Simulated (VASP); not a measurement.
The system is Al5GaAs6.

```xyz
12
Lattice="6.6259 0.0000 0.0000 -3.3130 5.7382 0.0000 0.0000 0.0000 6.3089" Properties=species:S:1:pos:R:3 pbc="T T T"
Al    1.1043    1.9127    6.3088
Al   -2.2086    3.8255    6.3088
Al    4.4173    0.0000    6.3088
Al    3.3130    1.9127    3.1543
Al    0.0000    3.8255    3.1543
Ga    0.0000    0.0000    3.1543
As    1.1043    1.9127    2.3596
As   -2.2086    3.8255    2.3596
As    4.4173    0.0000    2.3596
As    3.3130    1.9127    5.5140
As    0.0000    3.8255    5.5140
As    0.0000    0.0000    5.5140
```

* Program: VASP 6.6.1
* Task: relaxation of cell and atoms
* Functional: PBE
* Potentials or basis: VASP PAW PBE potentials, release 64 (Al, Ga_d, As)
* Cutoff: 600 eV
* k mesh: 3 × 3 × 4
* Occupations: gaussian, width 0.1 eV
* Spin: no spin polarisation

At the start: pressure 15.6 GPa; volume 19.99 Å³/atom.

Problem. Where does the relaxation end?

Solution. Over 7 steps the energy falls by 151.3 meV/atom and the volume is 23.58 Å³/atom (+18.0 %); space group P31m (No. 157, to 0.05 Å).

The path:
| step | energy change (eV) | largest force (eV/Å) | pressure (GPa) | volume (Å³) |
| --- | --- | --- | --- | --- |
| 1 | 0.0000 | 0.1024 | 15.64 | 239.87 |
| 2 | -1.2205 | 0.1463 | -5.52 | 314.16 |
| 3 | -1.8145 | 0.1062 | -0.01 | 282.91 |
| 4 | -1.8140 | 0.1049 | 0.21 | 282.00 |
| 5 | -1.8150 | 0.0503 | 0.20 | 282.04 |
| 6 | -1.8153 | 0.0215 | 0.20 | 282.07 |
| 7 | -1.8160 | 0.0159 | -0.01 | 282.96 |

Final structure:
```xyz
12
Lattice="7.0073 0.0000 0.0000 -3.5037 6.0685 0.0000 0.0000 0.0000 6.6542" Properties=species:S:1:pos:R:3 pbc="T T T"
Al    1.1681    2.0232    6.6508
Al    4.6717    4.0454    6.6508
Al    4.6712    0.0000    6.6508
Al    3.5037    2.0228    3.3277
Al    0.0000    4.0457    3.3277
Ga    0.0000    0.0000    3.3290
As    1.1706    2.0275    2.4869
As   -2.3331    4.0411    2.4869
As    4.6662    0.0000    2.4869
As    3.5037    2.0228    5.8167
As    0.0000    4.0457    5.8167
As    0.0000    0.0000    5.8260
```

Caveat: the volume moved by over 15 % at a fixed basis, so the end points are rough.
